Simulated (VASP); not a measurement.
Input of a VASP 6.6.1 run:

The input POSCAR:

```
Ag
1.0
   -1.5429191407      1.5429191407      1.5429191407
    1.5429191407     -1.5429191407      1.5429191407
    1.5429191407      1.5429191407     -1.5429191407
Ag
1
Direct
    0.0000000000      0.0000000000      0.0000000000
```

Contents of INCAR.step1:

```
PREC     = Accurate       # precision mode
ENCUT    = 600            # plane-wave cutoff, eV
ISMEAR   = 0              # smearing method
SIGMA    = 0.1            # smearing width, eV
LREAL    = False          # projectors in reciprocal space
LASPH    = True           # aspherical terms in the spheres
NELM     = 100            # most SCF steps
GGA      = PE             # functional
ALGO     = Normal         # electronic algorithm
EDIFF    = 1E-4           # SCF threshold, eV
LWAVE    = True           # write WAVECAR
LCHARG   = False          # write CHGCAR
```

INCAR.step2

```
PREC     = Accurate       # precision mode
ENCUT    = 600            # plane-wave cutoff, eV
EDIFF    = 1E-6           # SCF threshold, eV
ISMEAR   = 0              # smearing method
SIGMA    = 0.1            # smearing width, eV
LREAL    = False          # projectors in reciprocal space
LASPH    = True           # aspherical terms in the spheres
NELM     = 100            # most SCF steps
ALGO     = Normal         # electronic algorithm
ISIF     = 3              # what is computed and relaxed
LWAVE    = False          # write WAVECAR
LCHARG   = False          # write CHGCAR
METAGGA  = R2SCAN         # meta-GGA
LMIXTAU  = True         
IBRION   = 2              # ionic algorithm
NSW      = 70             # ionic steps
EDIFFG   = -0.008         # ionic threshold
PSTRESS  = 250.0        
ISTART   = 1
```

KPOINTS

```
Automatic mesh
0
Gamma
  18 18 18
```

Potentials or basis: VASP PAW PBE potentials, release 64 (Ag).

Run with:

```console
$ cat potpaw_PBE.64/Ag/POTCAR > POTCAR
$ cp INCAR.step1 INCAR
$ mpirun -np 1 vasp_std > vasp.out
$ cp INCAR.step2 INCAR
$ mpirun -np 1 vasp_std > vasp.out
```

Task: Predict the relaxed volume.

Result: 14.89 Å³/atom.

Task: Predict the relaxed cell.

Result: a = 2.685 Å, b = 2.685 Å, c = 2.685 Å, α = 109.47°, β = 109.47°, γ = 109.47°.

Final structure:
```
CELL_PARAMETERS angstrom
-1.54998 1.54998 1.54998
1.54998 -1.54998 1.54998
1.54998 1.54998 -1.54998
ATOMIC_POSITIONS crystal
Ag 0.00000 0.00000 0.00000
```

Caveat: the cell is relaxed towards a set pressure, so the run minimises the enthalpy, not the energy; the PAW data sets were made with another functional, which shifts forces and pressure a little.
